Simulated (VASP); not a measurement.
MgO: single point with r2SCAN

MgO:

```
Mg O
1.0
     2.93802    0.00000    0.00000
    -1.46901    2.54440    0.00000
     0.00000    0.00000    2.67968
Mg O
1 1
Direct
  0.97966 0.05558 0.00000
  0.33333 0.66667 0.50000
```

This cell differs from its parent crystal: all Mg atoms moved -0.200 Å, as atom 1 along Cartesian [1 -1 0].

```yaml
Program: VASP 6.6.1
Task: single point
Functional: r2SCAN
Potentials_or_basis: VASP PAW PBE potentials, release 64 (Mg, O)
Cutoff: 520 eV
k_mesh: 9 × 9 × 8
Occupations: gaussian, width 0.05 eV
Spin: no spin polarisation
```

The pressure is -4.0 GPa. The largest force is 0.558 eV/Å. The band gap on the k mesh is 3.59 eV (least direct gap 4.16 eV).

Forces on the atoms (eV/Å):
```
Mg   0.244 -0.502  0.000
O   -0.244  0.502  0.000
```

Stress tensor (GPa, compression positive):
```
-3.69 -1.20  0.00
-1.20 -4.26  0.00
 0.00  0.00 -4.07
```

Levels at points of the mesh, in eV from the valence-band top:
```csv
k point,band 2,band 3,band 4,band 5,band 6,band 7
"(0.00, 0.00, 0.00)",-0.88,-0.61,-0.57,3.59,12.74,16.15
"(0.00, 0.00, 0.50)",-5.48,-0.49,0.00,9.04,9.62,18.52
```

It took 2.3 min on 1 thread of Intel Xeon 8259CL, with other jobs on the host, peak memory 0.18 GiB.

Caveat: the cell differs from its parent crystal (all Mg atoms moved -0.200 Å, as atom 1 along Cartesian [1 -1 0]); the cell stands under tension; the PAW data sets were made with another functional, which shifts forces and pressure a little; an odd mesh through Γ misses points on the zone boundary, where band edges can lie.
